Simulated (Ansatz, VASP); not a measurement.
## One calculation of Ir, two programs

```
Ir
1.0
     0.00000    1.91970    1.83331
     1.91970    0.00000    1.83331
     1.91970    1.91970    0.00000
Ir
1
Direct
  0.00000 0.00000 0.00000
```

Change from the starting cell: strain -0.0450 x Voigt [0, 0, 1, 0, 0, 0], atoms carried along.

Alike in both runs: task single point; functional PBE; k mesh 22 × 22 × 22; occupations gaussian, width 0.15 eV; no spin polarisation.

|  | VASP | Ansatz |
| --- | --- | --- |
| version | VASP 6.6.1 | Ansatz 0.2.0 |
| potentials or method | VASP PAW PBE potentials, release 64 (Ir), cutoff 520 eV | scalar-relativistic, plane waves, PAW |
| valence electrons in the cell | 9 | 17 |

```tsv
	VASP	Ansatz	Ansatz less VASP
gap on the k mesh at the Fermi level (eV)	none	none	-
pressure (GPa)	30.8	29.9	-0.90
traceless stress, the component that is largest in VASP (GPa)	12.60	12.65	+0.055
```

A gap of «none» marks a metal or a gap that the smearing closes. Both programs put the cell under a high pressure, so it lies far from rest at this level. VASP's potentials hold 9 valence electrons a cell and Ansatz's 17, so a difference there can come from the potentials and not from the codes.

Neither program's run includes spin-orbit coupling.
